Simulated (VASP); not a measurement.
# B5P (P4mm) in VASP: a series of runs

Runs on B5P. Level: PBE. Tasks: relaxation of cell and atoms.

Program: VASP 6.6.1. These are calculated values, not measurements. Logs are shortened: lines on timing, memory, paths and dates and some standing lists are left out, and cuts for length are marked.

## 1. The cell of the first run

It takes space group P4mm (No. 99, tetragonal). Conventional cell: a = 4.278 Å, b = 4.278 Å, c = 4.417 Å, α = 90.00°, β = 90.00°, γ = 90.00°. Within 2.3 Å of B (site symmetry 4mm) lie 4 B at 1.70 Å and 1 P at 1.89 Å. Within 2.2 Å of B (site symmetry m) lie 4 B at 1.67 to 1.85 Å and 1 P at 1.94 Å. Within 2.6 Å of P (site symmetry 4mm) lie 6 B at 1.89 to 2.52 Å.

## 2. Relaxation of cell and atoms, PBE

Input file INCAR:

```
ALGO = Normal
EDIFF = 1E-7
EDIFFG = -0.01
ENCUT = 500
GGA = PE
GGA_COMPAT = False
IBRION = 2
ISIF = 3
ISMEAR = 0
LASPH = True
LCHARG = False
LREAL = False
LWAVE = False
NELM = 120
NELMIN = 4
NSW = 100
PREC = Accurate
SIGMA = 0.02
```

Input file KPOINTS:

```
k-points
0
Gamma
  6 6 6
```

Input file POSCAR:

```
B5P
1.0
    4.2783717832      0.0000000000      0.0000000000
    0.0000000000      4.2783717832      0.0000000000
    0.0000000000      0.0000000000      4.4170017405
B P
5 1
Direct
    0.5000000000      0.5000000000      0.2092018738
    0.5000000000      0.1947194509      0.4550573827
    0.1947194509      0.5000000000      0.4550573827
    0.5000000000      0.8052805491      0.4550573827
    0.8052805491      0.5000000000      0.4550573827
    0.5000000000      0.5000000000      0.7805685953
```

Potentials or basis: VASP PAW PBE potentials, release 64 (B, P).

Started as:

```sh
$ cat potpaw_PBE.64/B/POTCAR potpaw_PBE.64/P/POTCAR > POTCAR
$ mpirun -np 1 vasp_std > vasp.out
```

OUTCAR:

```text
EDIFF = 1E-7
   EDIFFG = -0.01
   ENCUT = 500
   GGA = PE
   IBRION = 2
   ISIF = 3
   ISMEAR = 0
   LASPH = True
   LREAL = False
   NELM = 120
   NELMIN = 4
   NSW = 100
   PREC = Accurate

 ion  position               nearest neighbor table
   1  0.500  0.500  0.209-   2 1.70   3 1.70   4 1.70   5 1.70   6 1.89   6 2.52
   2  0.500  0.195  0.455-   4 1.67   1 1.70   3 1.85   5 1.85   6 1.94
   3  0.195  0.500  0.455-   5 1.67   1 1.70   4 1.85   2 1.85   6 1.94
   4  0.500  0.805  0.455-   2 1.67   1 1.70   3 1.85   5 1.85   6 1.94
   5  0.805  0.500  0.455-   3 1.67   1 1.70   2 1.85   4 1.85   6 1.94
   6  0.500  0.500  0.781-   1 1.89   2 1.94   3 1.94   4 1.94   5 1.94   1 2.52

  LATTYP: Found a simple tetragonal cell.
 ALAT       =     4.2783717832
 C/A-ratio  =     1.0324025036

  Lattice vectors:

 A1 = (   4.2783717832,   0.0000000000,   0.0000000000)
 A2 = (   0.0000000000,   4.2783717832,   0.0000000000)
 A3 = (   0.0000000000,   0.0000000000,   4.4170017405)

Analysis of symmetry for initial positions (statically):
=====================================================================
 Subroutine PRICEL returns:
 Original cell was already a primitive cell.

 Routine SETGRP: Setting up the symmetry group for a
 simple tetragonal supercell.

 Subroutine GETGRP returns: Found  8 space group operations
 (whereof  8 operations were pure point group operations)
 out of a pool of 16 trial point group operations.

The static configuration has the point symmetry C_4v.

Analysis of symmetry for dynamics (positions and initial velocities):
=====================================================================
 Subroutine PRICEL returns:
 Original cell was already a primitive cell.

 Routine SETGRP: Setting up the symmetry group for a
 simple tetragonal supercell.

 Subroutine GETGRP returns: Found  8 space group operations
 (whereof  8 operations were pure point group operations)
 out of a pool of 16 trial point group operations.

The dynamic configuration has the point symmetry C_4v.

 Subroutine INISYM returns: Found  8 space group operations
 (whereof  8 operations are pure point group operations),
 and found     1 'primitive' translations

----------------------------------------------------------------------------------------

                                     Primitive cell

  volume of cell :      80.8509

  direct lattice vectors                    reciprocal lattice vectors
     4.278371783  0.000000000  0.000000000     0.233733778  0.000000000  0.000000000
     0.000000000  4.278371783  0.000000000     0.000000000  0.233733778  0.000000000
     0.000000000  0.000000000  4.417001740     0.000000000  0.000000000  0.226397918

  length of vectors
     4.278371783  4.278371783  4.417001740     0.233733778  0.233733778  0.226397918

  position of ions in fractional coordinates (direct lattice)
     0.500000000  0.500000000  0.209201874
     0.500000000  0.194719451  0.455057383
     0.194719451  0.500000000  0.455057383
     0.500000000  0.805280549  0.455057383
     0.805280549  0.500000000  0.455057383
     0.500000000  0.500000000  0.780568595

  ion indices of the primitive-cell ions
   primitive index   ion index
                 1           1
                 2           2
                 3           3
                 4           4
                 5           5
                 6           6

----------------------------------------------------------------------------------------

 KPOINTS: k-points

Automatic generation of k-mesh.
 Grid dimensions read from file:
 generate k-points for:    6    6    6

 Generating k-lattice:

  Cartesian coordinates                     Fractional coordinates (reciprocal lattice)
     0.038955630  0.000000000  0.000000000     0.166666667  0.000000000  0.000000000
     0.000000000  0.038955630  0.000000000     0.000000000  0.166666667  0.000000000
     0.000000000  0.000000000  0.037732986     0.000000000  0.000000000  0.166666667

  Length of vectors
     0.038955630  0.038955630  0.037732986

  Shift w.r.t. Gamma in fractional coordinates (k-lattice)
     0.000000000  0.000000000  0.000000000

 Subroutine IBZKPT returns following result:
 ===========================================

 Found     40 irreducible k-points:

 Following reciprocal coordinates:
            Coordinates               Weight
  0.000000  0.000000  0.000000      1.000000
  0.166667  0.000000  0.000000      4.000000
  0.333333  0.000000  0.000000      4.000000
  0.500000  0.000000  0.000000      2.000000
  0.166667  0.166667  0.000000      4.000000
  0.333333  0.166667  0.000000      8.000000
[... 16 lines left out ...]
  0.333333  0.000000  0.333333      8.000000
  0.500000  0.000000  0.333333      4.000000
 [... further k-points ...]
   k-points           NKPTS =     40   k-points in BZ     NKDIM =     40   number of bands    NBANDS=     14
   number of dos      NEDOS =    301   number of ions     NIONS =      6
   total plane-waves  NPLWV =  32768
   dimension x,y,z NGX =    32 NGY =   32 NGZ =   32
   dimension x,y,z NGXF=    64 NGYF=   64 NGZF=   64
   ions per type =               5   1
   NGX,Y,Z   is equivalent  to a cutoff of  12.43, 12.43, 12.04 a.u.
   NGXF,Y,Z  is equivalent  to a cutoff of  24.87, 24.87, 24.09 a.u.
 SYSTEM =  unknown system
   PREC   = accura    normal or accurate (medium, high low for compatibility)
   ISTART =      0    job   : 0-new  1-cont  2-samecut
   ICHARG =      2    charge: 1-file 2-atom 10-const
   ISPIN  =      1    spin polarized calculation?
   LNONCOLLINEAR =      F non collinear calculations
   LSORBIT =      F    spin-orbit coupling
   LASPH  =      T    aspherical Exc in radial PAW
   ENCUT  =  500.0 eV  36.75 Ry    6.06 a.u.   7.80  7.80  8.05*2*pi/ulx,y,z
   NELM   =    120;   NELMIN=  4; NELMDL= -5     # of ELM steps
   EDIFF  = 0.1E-06   stopping-criterion for ELM
   LREAL  =      F    real-space projection
   EDIFFG = -.1E-01   stopping-criterion for IOM
   NSW    =    100    number of steps for IOM
   IBRION =      2    ionic relax: 0-MD 1-quasi-New 2-CG
   NFREE  =      1    steps in history (QN), initial steepest desc. (CG)
   ISIF   =      3    stress and relaxation
   ISYM   =      2    0-nonsym 1-usesym 2-fastsym
   POTIM  = 0.5000    time-step for ionic-motion
   TEBEG  =    0.0;   TEEND  =   0.0 temperature during run
   PSTRESS=    0.0 pullay stress
   NELECT =      20.0000    total number of electrons
   NUPDOWN=      -1.0000    fix difference up-down
   EMIN   =  10.00;   EMAX   =-10.00  energy-range for DOS
   EFERMI =   0.00;   METHOD = LEGACY
   ISMEAR =     0;   SIGMA  =   0.02  broadening in eV -4-tet -1-fermi 0-gaus
   EFERMI_NEDOS =   21; number of points for ismear=-14 and -15
   IALGO  =     38    algorithm
   IMIX   =      4    mixing-type and parameters
     AMIX     =   0.40;   BMIX     =  1.00
     AMIX_MAG =   1.60;   BMIX_MAG =  1.00
  volume/ion in A,a.u.               =      13.48        90.93
  Fermi-wavevector in a.u.,A,eV,Ry     =   1.027677  1.942028 14.369384  1.056120
  Thomas-Fermi vector in A             =   2.161634
   LORBIT       =      0    0 simple, 1 ext, 2 COOP (PROOUT), +10 PAW based schemes
   GGA     = PE    functional components
   LHFCALC =     F    Hartree Fock is set to
   AEXX    =    0.0000 exact exchange contribution
   IVDW    =     0    specifies the selected vdW correction
   LEPSILON=     F    determine dielectric tensor
   LRPA    =     F    only Hartree local field effects (RPA)
 conjugate gradient relaxation of ions
 non-spin polarized calculation
 Gauss-broadening in eV      SIGMA  =   0.02
  energy-cutoff  :      500.00
  volume of cell :       80.85
 maximum number of plane-waves:      2080
 NGX is ok and might be reduce to    32
   NGX = 15   NGY = 15   NGZ = 17

--------------------------------------- Ionic step        1  -------------------------------------------

 number of electron      19.9999999 magnetization

 Free energy of the ion-electron system (eV)
  ---------------------------------------------------
  ext. energy  EPLUGINS =         0.00000000
  ---------------------------------------------------
  free energy    TOTEN  =       -38.28166887 eV

  energy without entropy =      -38.28166887  energy(sigma->0) =      -38.28166887

------------------------ aborting loop because EDIFF is reached ----------------------------------------

  FORCE on cell =-STRESS in cart. coord.  units (eV):
  Direction    XX          YY          ZZ          XY          YZ          ZX
  --------------------------------------------------------------------------------------
  -------------------------------------------------------------------------------------
  Total        0.0386818      0.0386818     -0.1198933      0.0000000      0.0000000      0.0000000
  in kB        0.7665361      0.7665361     -2.3758611      0.0000000      0.0000000      0.0000000
  external PRESSURE =      -0.2809296 kB  Pullay stress =       0.0000000 kB
[... 185 lines left out ...]
  energy  without entropy=      -38.2818405388  energy(sigma->0) =      -38.28184054

--------------------------------------- Ionic step        6  -------------------------------------------

 number of electron      19.9999999 magnetization

 Free energy of the ion-electron system (eV)
  ---------------------------------------------------
  ext. energy  EPLUGINS =         0.00000000
  ---------------------------------------------------
  free energy    TOTEN  =       -38.28184052 eV

  energy without entropy =      -38.28184052  energy(sigma->0) =      -38.28184052

 E-fermi :   2.7464     XC(G=0):  -8.6355

 val. band max:        2.6406613090   @ k =   0.0000   0.0000   0.5000
 cond. band min:       3.5165088142   @ k =   0.5000   0.0000   0.0000
 fundamental gap:      0.8758475051
 Fermi energy:         2.7463796459

 k-point     1 :       0.0000    0.0000    0.0000
  band No.  band energies     occupation
      1     -13.1588      2.00000
      2      -6.3184      2.00000
      3      -5.0822      2.00000
      4      -4.7632      2.00000
      5      -4.7632      2.00000
      6      -3.3716      2.00000
      7      -2.5828      2.00000
      8       1.1514      2.00000
      9       1.1514      2.00000
     10       2.5394      2.00000
     11       4.5421      0.00000
     12       4.5421      0.00000
     13       4.7025      0.00000
     14       7.9203      0.00000
[... 375 lines left out ...]
 k-point    24 :       0.5000    0.0000    0.3333
  band No.  band energies     occupation
      1     -12.7153      2.00000
      2      -8.2224      2.00000
      3      -6.4672      2.00000
      4      -4.0801      2.00000
      5      -2.8964      2.00000
      6      -2.0625      2.00000
      7      -1.5516      2.00000
      8      -0.2790      2.00000
      9       0.3634      2.00000
     10       0.6136      2.00000
     11       5.1091      0.00000
     12       5.2811      0.00000
     13       6.6766      0.00000
     14       7.2273      0.00000

 [... further k-points ...]

------------------------ aborting loop because EDIFF is reached ----------------------------------------

  FORCE on cell =-STRESS in cart. coord.  units (eV):
  Direction    XX          YY          ZZ          XY          YZ          ZX
  --------------------------------------------------------------------------------------
  -------------------------------------------------------------------------------------
  Total        0.0058499      0.0058499     -0.0045773      0.0000000     -0.0000000      0.0000000
  in kB        0.1159841      0.1159841     -0.0907529      0.0000000     -0.0000000      0.0000000
  external PRESSURE =       0.0470718 kB  Pullay stress =       0.0000000 kB
[... 21 lines left out ...]
  FREE ENERGIE OF THE ION-ELECTRON SYSTEM (eV)
  ---------------------------------------------------
  free  energy   TOTEN  =       -38.2818405231 eV

  energy  without entropy=      -38.2818405231  energy(sigma->0) =      -38.28184052

 reached required accuracy - stopping structural energy minimisation
```

It took 50 s on 1 thread of Intel Xeon Platinum 8488C (Sapphire Rapids), shared host; peak memory 0.18 GiB.

Results:

| Item | Value |
| --- | --- |
| Free energy | -38.2818 eV |
| Relaxed volume | 13.47 Å³/atom |
| Relaxed cell | a = 4.279 Å, b = 4.279 Å, c = 4.413 Å, α = 90.00°, β = 90.00°, γ = 90.00° |
| Space group after relaxing (to 0.1 Å) | P4mm (No. 99) |
| Energy gained by relaxing | 0.0 meV/atom |
| Ionic steps | 6 |
| Pressure after relaxing | 0.0 GPa |
| Largest force after relaxing | 0.010 eV/Å |
| Band gap on the k mesh | 0.88 eV (least direct gap 1.08 eV) |

Forces on the atoms (eV/Å):
```
B    0.000  0.000 -0.004
B    0.000  0.002 -0.001
B    0.002  0.000 -0.001
B    0.000 -0.002 -0.001
B   -0.002  0.000 -0.001
P    0.000  0.000  0.010
```

The path:
```tsv
step	energy change (eV)	largest force (eV/Å)	pressure (GPa)	volume (Å³)
1	0.0000	0.0531	-0.03	80.85
2	0.0002	0.1053	-0.10	80.82
3	-0.0001	0.0115	-0.06	80.84
4	-0.0002	0.0235	0.04	80.79
5	-0.0002	0.0102	0.01	80.81
6	-0.0002	0.0095	0.00	80.81
```

Final structure:
```cif
data_structure
_symmetry_space_group_name_H-M 'P 1'
_symmetry_Int_Tables_number 1
_cell_length_a 4.2790
_cell_length_b 4.2790
_cell_length_c 4.4134
_cell_angle_alpha 90.000
_cell_angle_beta 90.000
_cell_angle_gamma 90.000
_cell_volume 80.81
loop_
_atom_site_label
_atom_site_type_symbol
_atom_site_fract_x
_atom_site_fract_y
_atom_site_fract_z
_atom_site_occupancy
B1 B 0.50000 0.50000 0.20904 1
B2 B 0.50000 0.19450 0.45510 1
B3 B 0.19450 0.50000 0.45510 1
B4 B 0.50000 0.80550 0.45510 1
B5 B 0.80550 0.50000 0.45510 1
P1 P 0.50000 0.50000 0.78055 1
```

Levels at points of the mesh, in eV from the valence-band top:
```tsv
k point	band 7	band 8	band 9	band 10	band 11	band 12	band 13	band 14
(0.00, 0.00, 0.00)	-5.22	-1.49	-1.49	-0.10	1.90	1.90	2.06	5.28
(0.50, 0.00, 0.00)	-3.27	-2.44	-2.11	-1.40	0.88	2.72	3.42	3.58
(0.50, 0.50, 0.00)	-3.18	-3.18	-2.31	-2.31	1.69	1.69	5.85	6.13
(0.00, 0.00, 0.50)	-3.50	-3.43	-3.43	0.00	1.08	2.50	3.87	4.02
(0.50, 0.00, 0.50)	-3.33	-3.22	-2.25	-2.00	2.12	3.03	3.04	5.28
(0.50, 0.50, 0.50)	-3.75	-2.87	-2.07	-2.07	2.54	4.52	5.33	5.33
```

A k mesh can miss the band edges.

[end of part 1 of 2]
